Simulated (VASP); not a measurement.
# MgCd2Te3 (P3m1) in VASP: relaxation of cell and atoms with PBE

Aim: the relaxation of cell and atoms of MgCd2Te3 with PBE.

Program: VASP 6.6.1. These are calculated values, not measurements. Logs are shortened: lines on timing, memory, paths and dates and some standing lists are left out, and cuts for length are marked.

## Step 1: The cell of the first run

It takes space group P3m1 (No. 156, trigonal). Conventional cell: a = 4.650 Å, b = 4.650 Å, c = 11.363 Å, α = 90.00°, β = 90.00°, γ = 120.00°. Within 3.7 Å of Mg (site symmetry 3m) lie 4 Te at 2.82 Å. Within 3.8 Å of Cd (site symmetry 3m) lie 4 Te at 2.85 to 2.86 Å. Within 3.8 Å of Cd (site symmetry 3m) lie 4 Te at 2.86 Å. Within 3.8 Å of Te (site symmetry 3m) lie 4 Cd at 2.85 to 2.86 Å. Within 3.7 Å of Te (site symmetry 3m) lie 3 Mg at 2.82 Å and 1 Cd at 2.86 Å. Te (site symmetry 3m) has 1 Mg at 2.82 Å and 3 Cd at 2.86 Å within 3.7 Å.

## Step 2: Relaxation of cell and atoms, PBE

The input, INCAR:

```
ALGO = Normal ; EDIFF = 1E-6
EDIFFG = -0.01 ; ENCUT = 600
GGA = PE ; IBRION = 2
ISIF = 3 ; ISMEAR = 0
LASPH = True ; LCHARG = False
LREAL = False ; LWAVE = False
NELM = 100 ; NSW = 100
PREC = Accurate ; SIGMA = 0.02
```

The input, KPOINTS:

```
k-points
0
Gamma
  6 6 4
```

The input, POSCAR:

```
MgCd2Te3
1.0
    4.6496469481      0.0000000000      0.0000000000
   -2.3248234741      4.0267123757      0.0000000000
    0.0000000000      0.0000000000     11.3625866467
Mg Cd Te
1 2 3
Direct
    0.6666666667      0.3333333333      0.3352314250
    0.0000000000      0.0000000000      0.0011938721
    0.3333333333      0.6666666667      0.6642195613
    0.0000000000      0.0000000000      0.7499527440
    0.3333333333      0.6666666667      0.4121035616
    0.6666666667      0.3333333333      0.0872988359
```

Potentials or basis: VASP PAW PBE potentials, release 64 (Mg, Cd, Te).

Run with:

```
$ cat potpaw_PBE.64/Mg/POTCAR potpaw_PBE.64/Cd/POTCAR potpaw_PBE.64/Te/POTCAR > POTCAR
$ mpirun -np 1 vasp_std > vasp.out
```

OUTCAR:

```text
EDIFF = 1E-6
   EDIFFG = -0.01
   ENCUT = 600
   GGA = PE
   IBRION = 2
   ISIF = 3
   ISMEAR = 0
   LASPH = True
   LREAL = False
   NELM = 100
   NSW = 100
   PREC = Accurate

 ion  position               nearest neighbor table
   1  0.667  0.333  0.335-   6 2.82   5 2.82   5 2.82   5 2.82
   2  0.000  0.000  0.001-   4 2.85   6 2.86   6 2.86   6 2.86
   3  0.333  0.667  0.664-   4 2.86   4 2.86   4 2.86   5 2.86
   4  0.000  0.000  0.750-   2 2.85   3 2.86   3 2.86   3 2.86
   5  0.333  0.667  0.412-   1 2.82   1 2.82   1 2.82   3 2.86
   6  0.667  0.333  0.087-   1 2.82   2 2.86   2 2.86   2 2.86

  LATTYP: Found a hexagonal cell.
 ALAT       =     4.6496469481
 C/A-ratio  =     2.4437525631

  Lattice vectors:

 A1 = (   4.6496469481,   0.0000000000,   0.0000000000)
 A2 = (  -2.3248234741,   4.0267123757,   0.0000000000)
 A3 = (   0.0000000000,   0.0000000000,  11.3625866467)

Analysis of symmetry for initial positions (statically):
=====================================================================
 Subroutine PRICEL returns:
 Original cell was already a primitive cell.

 Routine SETGRP: Setting up the symmetry group for a
 hexagonal supercell.

 Subroutine GETGRP returns: Found  6 space group operations
 (whereof  6 operations were pure point group operations)
 out of a pool of 24 trial point group operations.

The static configuration has the point symmetry C_3v.

Analysis of symmetry for dynamics (positions and initial velocities):
=====================================================================
 Subroutine PRICEL returns:
 Original cell was already a primitive cell.

 Routine SETGRP: Setting up the symmetry group for a
 hexagonal supercell.

 Subroutine GETGRP returns: Found  6 space group operations
 (whereof  6 operations were pure point group operations)
 out of a pool of 24 trial point group operations.

The dynamic configuration has the point symmetry C_3v.

 Subroutine INISYM returns: Found  6 space group operations
 (whereof  6 operations are pure point group operations),
 and found     1 'primitive' translations

----------------------------------------------------------------------------------------

                                     Primitive cell

  volume of cell :     212.7393

[... 161 lines left out ...]
      direct lattice vectors                 reciprocal lattice vectors
     4.649646948  0.000000000  0.000000000     0.215070093  0.124170776  0.000000000
    -2.324823474  4.026712376  0.000000000     0.000000000  0.248341552  0.000000000
     0.000000000  0.000000000 11.362586647     0.000000000  0.000000000  0.088008130

 POSITION                                       TOTAL-FORCE (eV/Angst)
 -----------------------------------------------------------------------------------
      2.32482      1.34224      3.80910         0.000000     -0.000000     -0.012246
      0.00000      0.00000      0.01357        -0.000000     -0.000000      0.011742
     -0.00000      2.68447      7.54725         0.000000     -0.000000      0.001033
      0.00000      0.00000      8.52140        -0.000000     -0.000000     -0.010459
     -0.00000      2.68447      4.68256         0.000000     -0.000000     -0.000498
      2.32482      1.34224      0.99194        -0.000000      0.000000      0.010428
 -----------------------------------------------------------------------------------
    total drift:                                0.000000      0.000000      0.000030

  FREE ENERGIE OF THE ION-ELECTRON SYSTEM (eV)
  ---------------------------------------------------
  free  energy   TOTEN  =       -16.0105222659 eV

  energy  without entropy=      -16.0105222659  energy(sigma->0) =      -16.01052227

--------------------------------------- Ionic step        2  -------------------------------------------

 number of electron      44.0000001 magnetization

 Free energy of the ion-electron system (eV)
  ---------------------------------------------------
  ext. energy  EPLUGINS =         0.00000000
  ---------------------------------------------------
  free energy    TOTEN  =       -16.01148698 eV

  energy without entropy =      -16.01148698  energy(sigma->0) =      -16.01148698

 E-fermi :   1.9529     XC(G=0):  -8.1254

 val. band max:        1.8355211357   @ k =   0.0000   0.0000   0.0000
 cond. band min:       2.8174978202   @ k =   0.0000   0.0000   0.0000
 fundamental gap:      0.9819766845
 Fermi energy:         1.9528990736

 k-point     1 :       0.0000    0.0000    0.0000
  band No.  band energies     occupation
      1      -8.8437      2.00000
      2      -8.6057      2.00000
      3      -8.4283      2.00000
      4      -6.1414      2.00000
      5      -6.1414      2.00000
      6      -6.1089      2.00000
[... 685 lines left out ...]
     25       6.1870      0.00000
     26       6.4591      0.00000

------------------------ aborting loop because EDIFF is reached ----------------------------------------

  FORCE on cell =-STRESS in cart. coord.  units (eV):
  Direction    XX          YY          ZZ          XY          YZ          ZX
  --------------------------------------------------------------------------------------
  -------------------------------------------------------------------------------------
  Total       -0.0322837     -0.0322837     -0.0410810      0.0000000      0.0000000      0.0000000
  in kB       -0.2413469     -0.2413469     -0.3071139      0.0000000      0.0000000      0.0000000
  external PRESSURE =      -0.2632692 kB  Pullay stress =       0.0000000 kB

 VOLUME and BASIS-vectors are now :
 -----------------------------------------------------------------------------
  energy-cutoff  :      600.00
  volume of cell :      214.31
      direct lattice vectors                 reciprocal lattice vectors
     4.661455195 -0.000000000  0.000000000     0.214525284  0.123856231 -0.000000000
    -2.330727597  4.036938617  0.000000000     0.000000000  0.247712461 -0.000000000
     0.000000000  0.000000000 11.388814445     0.000000000  0.000000000  0.087805452

 POSITION                                       TOTAL-FORCE (eV/Angst)
 -----------------------------------------------------------------------------------
      2.33073      1.34565      3.81730        -0.000000     -0.000000     -0.008001
      2.33073      4.03694      0.01416         0.000000     -0.000000      0.009846
     -0.00000      2.69129      7.56472         0.000000      0.000000      0.001780
      2.33073      4.03694      8.54057        -0.000000      0.000000     -0.007080
     -0.00000      2.69129      4.69335         0.000000      0.000000      0.001832
      2.33073      1.34565      0.99473         0.000000     -0.000000      0.001623
 -----------------------------------------------------------------------------------
    total drift:                                0.000000      0.000000      0.000368

  FREE ENERGIE OF THE ION-ELECTRON SYSTEM (eV)
  ---------------------------------------------------
  free  energy   TOTEN  =       -16.0114869815 eV

  energy  without entropy=      -16.0114869815  energy(sigma->0) =      -16.01148698

 reached required accuracy - stopping structural energy minimisation
```

OSZICAR:

```text
N       E                     dE             d eps       ncg     rms          rms(c)
DAV:   1     0.280362313321E+03    0.28036E+03   -0.20173E+04  1248   0.159E+03
[... 17 lines left out ...]
DAV:   2    -0.160138028711E+02    0.16938E-01   -0.49277E-02  1298   0.254E+00    0.330E-01
DAV:   3    -0.160119865179E+02    0.18164E-02   -0.52530E-03  1418   0.514E-01    0.287E-01
DAV:   4    -0.160115475937E+02    0.43892E-03   -0.68523E-04  1280   0.137E-01    0.559E-02
DAV:   5    -0.160114870659E+02    0.60528E-04   -0.21606E-04  1402   0.139E-01    0.376E-02
DAV:   6    -0.160114881307E+02   -0.10648E-05   -0.19334E-05  1372   0.393E-02    0.176E-02
DAV:   7    -0.160114868479E+02    0.12828E-05   -0.89843E-06  1454   0.290E-02    0.298E-03
DAV:   8    -0.160114869815E+02   -0.13357E-06   -0.83247E-07   688   0.746E-03
   2 F= -.16011487E+02 E0= -.16011487E+02  d E =-.964716E-03
```

Run time: 8.4 min. Hardware: 1 thread of Intel Xeon 8259CL, shared host; peak memory 0.52 GiB.

What came out:

| Quantity | Value |
| --- | --- |
| Free energy | -16.0115 eV |
| Relaxed volume | 35.72 Å³/atom |
| Relaxed cell | a = 4.661 Å, b = 4.661 Å, c = 11.389 Å, α = 90.00°, β = 90.00°, γ = 120.00° |
| Space group after relaxing (to 0.1 Å) | P3m1 (No. 156) |
| Energy gained by relaxing | 0.2 meV/atom |
| Ionic steps | 2 |
| Pressure after relaxing | 0.0 GPa |
| Largest force after relaxing | 0.010 eV/Å |
| Band gap on the k mesh | 0.98 eV |

Forces in eV/Å, atoms in the order of the input:
```
Mg   0.000  0.000 -0.008
Cd   0.000  0.000  0.010
Cd   0.000  0.000  0.002
Te   0.000  0.000 -0.007
Te   0.000  0.000  0.002
Te   0.000  0.000  0.002
```

Step by step:
```tsv
step	energy change (eV)	largest force (eV/Å)	pressure (GPa)	volume (Å³)
1	0.0000	0.0122	0.23	212.74
2	-0.0010	0.0098	-0.03	214.31
```

Final structure:
```yaml
crystal:
  lattice:
    - [4.66146, 0.00000, 0.00000]
    - [-2.33073, 4.03694, 0.00000]
    - [0.00000, 0.00000, 11.38881]
  atoms:
    - { symbol: Mg, position: [0.66667, 0.33333, 0.33518] }
    - { symbol: Cd, position: [0.00000, 0.00000, 0.00124] }
    - { symbol: Cd, position: [0.33333, 0.66667, 0.66422] }
    - { symbol: Te, position: [0.00000, 0.00000, 0.74991] }
    - { symbol: Te, position: [0.33333, 0.66667, 0.41210] }
    - { symbol: Te, position: [0.66667, 0.33333, 0.08734] }
```

Levels at points of the mesh, in eV from the valence-band top:
```
           k point  band 18  band 19  band 20  band 21  band 22  band 23  band 24  band 25  band 26
(0.00, 0.00, 0.00)    -0.41    -0.41    -0.07     0.00     0.00     0.98     2.02     2.58     4.80
(0.50, 0.00, 0.00)    -1.57    -1.48    -1.34    -1.00    -0.85     2.65     2.71     2.84     3.31
(0.00, 0.00, 0.50)    -0.81    -0.31    -0.31    -0.07    -0.07     1.82     1.91     2.62     4.69
(0.50, 0.00, 0.50)    -1.81    -1.45    -1.32    -0.66    -0.65     2.04     2.94     3.04     3.77
```

Caveat: spin-orbit coupling is left out, which moves the levels of the heavy elements.
